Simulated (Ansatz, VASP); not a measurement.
CsSnI3: VASP beside Ansatz

```
CELL_PARAMETERS angstrom
6.20570 0.00000 0.00000
0.00000 6.20570 0.00000
0.00000 0.00000 6.20570
ATOMIC_POSITIONS crystal
Cs 0.00000 0.00000 0.00000
I 0.50000 0.50000 0.00000
I 0.50000 0.00000 0.50000
I 0.00000 0.50000 0.50000
Sn 0.50000 0.50000 0.50000
```

Alike in both runs: task relaxation of cell and atoms; functional LDA; k mesh 5 × 5 × 5; occupations fermi-dirac, width 0.05 eV; no spin polarisation.

|  | VASP | Ansatz |
| --- | --- | --- |
| version | VASP 6.6.1 | Ansatz 0.2.0 |
| potentials or method | VASP PAW LDA potentials, release 64 (Cs_sv, I, Sn_d) | Ansatz PAW |
| plane-wave cutoff (eV) | 600 | 420 |
| valence electrons in the cell | 44 | 74 |

Ansatz gave:

* relaxed volume (Å³/atom): 43.66
* relaxed cell length with the largest relative difference (Å): 6.021

Task: What did VASP give for the same quantities?

Result: Relaxed volume (Å³/atom): 43.74; relaxed cell length with the largest relative difference (Å): 6.025.

LDA's correlation is that of Perdew and Zunger in VASP and of Perdew and Wang (1992) in Ansatz. VASP's potentials hold 44 valence electrons a cell and Ansatz's 74, so a difference there can come from the potentials and not from the codes.

Neither program's run includes spin-orbit coupling. Noted on Ansatz's run: odd divisions of the mesh miss points on the zone boundary, where band edges often lie, so the gap on the mesh can be too wide; the plane-wave basis is chosen anew once the cell has moved, so the energies of steps on either side of that aren't comparable.
